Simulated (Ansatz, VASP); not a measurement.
## Two plane-wave programs on NiO

File INCAR:

```
SYSTEM = NiO
ALGO = Normal
EDIFF = 1E-6
ENCUT = 520
GGA = PE
ISIF = 2
ISMEAR = 1
ISPIN = 2
LASPH = .TRUE.
LCHARG = .TRUE.
LELF = .TRUE.
LMAXMIX = 4
LORBIT = 11
LREAL = .FALSE.
LVHAR = .TRUE.
LWAVE = .FALSE.
MAGMOM = 1 0
NBANDS = 19
NELM = 150
PREC = Accurate
SIGMA = 0.15
```

KPOINTS

```
k-points
0
G
  5 5 5
  0 0 0
```

Contents of POSCAR:

```
NiO
1.0
    2.9499100000      0.0000000000      0.0000000000
    1.4749550000      2.5546969989      0.0000000000
    1.4749550000      0.8515656663      2.4085914290
Ni O
1 1
Direct
    0.0000000000      0.0000000000      0.0000000000
    0.5000000000      0.5000000000      0.5000000000
```

Input for Ansatz:

```yaml
crystal:
  lattice:
    a: 2.94991
    b: 2.94991
    c: 2.94991
    alpha: 60.0
    beta: 60.0
    gamma: 60.0
  atoms:
    - { symbol: Ni, position: [0.0, 0.0, 0.0] }
    - { symbol: O, position: [0.5, 0.5, 0.5] }
accuracy: low
kpoints:
  mp_grid:
    grid: [5, 5, 5]
hamiltonian:
  xc: pbe
magnetization:
  spin_polarized: true
  per_species:
    Ni: 1.0
scf:
  algorithm: direct_min
  mixing:
    algorithm: broyden
    preconditioner: kerker_dos
  occupations:
    method: methfessel_paxton
    width: 0.15
```

Alike in both runs: task single point; functional PBE; k mesh 5 × 5 × 5; occupations methfessel-paxton of order 1, width 0.15 eV; collinear spin.

```csv
,VASP,Ansatz
version,VASP 6.6.1,Ansatz 0.2.0
potentials or method,"VASP PAW PBE potentials, release 64 (Ni, O)","plane waves, PAW"
plane-wave cutoff (eV),520,420
valence electrons in the cell,16,24
```

|  | VASP | Ansatz | Ansatz less VASP |
| --- | --- | --- | --- |
| gap on the k mesh at the Fermi level (eV) | none | none | - |
| net moment per atom (μB) | 0.59 | 0.88 | +0.289 |
| size of the moment on the site where the two differ most (μB) | 1.02 | 1.41 | +0.394 |

The net moments are unlike, so the other rows may belong to different states. Site moments also hang on the region over which each program counts them. A gap of «none» marks a metal or a gap that the smearing closes. VASP's potentials hold 16 valence electrons a cell and Ansatz's 24, so a difference there can come from the potentials and not from the codes. Ansatz's warnings: stability check not made.

The k mesh is coarse, so the values compare programs but aren't converged.
